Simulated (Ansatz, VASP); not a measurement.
## CuO in VASP and in Ansatz

Contents of INCAR:

```
ALGO     = Normal         # electronic algorithm
EDIFF    = 1E-7           # SCF threshold, eV
ENCUT    = 520            # plane-wave cutoff, eV
GGA      = CA             # functional
ISIF     = 2              # what is computed and relaxed
ISMEAR   = 0              # smearing method
ISPIN    = 2              # spin polarisation
LASPH    = T              # aspherical terms in the spheres
LCHARG   = F              # write CHGCAR
LDAU     = T              # DFT+U
LDAUJ    = 0 0          
LDAUL    = 2 -1           # shell
LDAUPRINT= 1            
LDAUTYPE = 2            
LDAUU    = 8 0            # U, eV
LMAXMIX  = 4              # l up to which the mixer works
LORBIT   = 11             # projections on sites
LREAL    = F              # projectors in reciprocal space
LWAVE    = F              # write WAVECAR
MAGMOM   = 0.27 0.27 0.27 0.27 0.45 0.45 0.45 0.45 # initial moments
NBANDS   = 48             # bands
NELM     = 150            # most SCF steps
PREC     = Accurate       # precision mode
SIGMA    = 0.05           # smearing width, eV
```

The input KPOINTS:

```
k-points
0
Gamma
  7 7 2
```

The input POSCAR:

```
CuO
1.0
    3.1795331000      0.0000000000      0.0000000000
   -1.5897665500      2.7535564400      0.0000000000
    0.0000000000      0.0000000000      8.8629814600
Cu O
4 4
Direct
    0.0000000000      0.0000000000      0.0000000000
    0.0000000000      0.0000000000      0.2500000000
    0.0000000000      0.0000000000      0.5000000000
    0.0000000000      0.0000000000      0.7500000000
    0.3333333333      0.6666666667      0.1250000000
    0.6666666667      0.3333333333      0.3750000000
    0.3333333333      0.6666666667      0.6250000000
    0.6666666667      0.3333333333      0.8750000000
```

Input for Ansatz:

```yaml
crystal:
  lattice:
    - [3.1795331, 0.0, 0.0]
    - [-1.58976655, 2.75355644, 0.0]
    - [0.0, 0.0, 8.86298146]
  atoms:
    - { symbol: Cu, position: [0.0, 0.0, 0.0], spin: 1.0 }
    - { symbol: Cu, position: [0.0, 0.0, 0.25], spin: -0.4 }
    - { symbol: O, position: [0.3333333333, 0.6666666667, 0.125] }
    - { symbol: O, position: [0.6666666667, 0.3333333333, 0.375] }
    - { symbol: Cu, position: [0.0, 0.0, 0.5], spin: 1.0 }
    - { symbol: Cu, position: [0.0, 0.0, 0.75], spin: -0.4 }
    - { symbol: O, position: [0.3333333333, 0.6666666667, 0.625] }
    - { symbol: O, position: [0.6666666667, 0.3333333333, 0.875] }
basis:
  ecutwfc: 420
  ecutrho_ratio: 4
kpoints:
  mp_grid: { grid: [7, 7, 2] }
hamiltonian:
  xc: lda
  hubbard:
    sites:
      - { site: 0, l: d, u_eff: 8.0 }
      - { site: 1, l: d, u_eff: 8.0 }
      - { site: 4, l: d, u_eff: 8.0 }
      - { site: 5, l: d, u_eff: 8.0 }
scf:
  occupations: { method: gaussian, width: 0.05 }
  lower_state_search: "off"
  max_iter: 150
output:
  forces: true
  stress: true
  eigenvalues: true
  populations: true
  hubbard:
    sites:
      - { site: 0, l: d }
      - { site: 1, l: d }
      - { site: 4, l: d }
      - { site: 5, l: d }
magnetization:
  spin_polarized: true
  spin_locking: { lock_spins: true, n_iters: 12 }
```

Alike in both runs: task single point; functional LDA; k mesh 7 × 7 × 2; occupations gaussian, width 0.05 eV; collinear spin; Hubbard terms Cu d U = 8.0 eV.

|  | VASP | Ansatz |
| --- | --- | --- |
| version | VASP 6.6.1 | Ansatz 0.2.0 |
| potentials or method | VASP PAW LDA potentials, release 64 (Cu, O), cutoff 520 eV | scalar-relativistic, plane waves, PAW |
| valence electrons in the cell | 68 | 100 |

|  | VASP | Ansatz | Ansatz less VASP |
| --- | --- | --- | --- |
| gap on the k mesh at the Fermi level (eV) | none | none | - |
| pressure (GPa) | -16.2 | -3.7 | +12.51 |
| net moment per atom (μB) | 0.50 | 0.36 | -0.142 |
| size of the moment on the site where the two differ most (μB) | 0.43 | 0.27 | -0.160 |

The net moments are unlike, so the other rows may belong to different states. LDA's correlation is that of Perdew and Zunger in VASP and of Perdew and Wang (1992) in Ansatz. Site moments also hang on the region over which each program counts them. The programs project onto different local orbitals, so the same U acts differently, and such runs can settle in different states. A gap of «none» marks a metal or a gap that the smearing closes. VASP's potentials hold 68 valence electrons a cell and Ansatz's 100, so a difference there can come from the potentials and not from the codes. Ansatz's warnings: filled band counts differ across k points, seeded moment not kept, stress scf threshold loose.
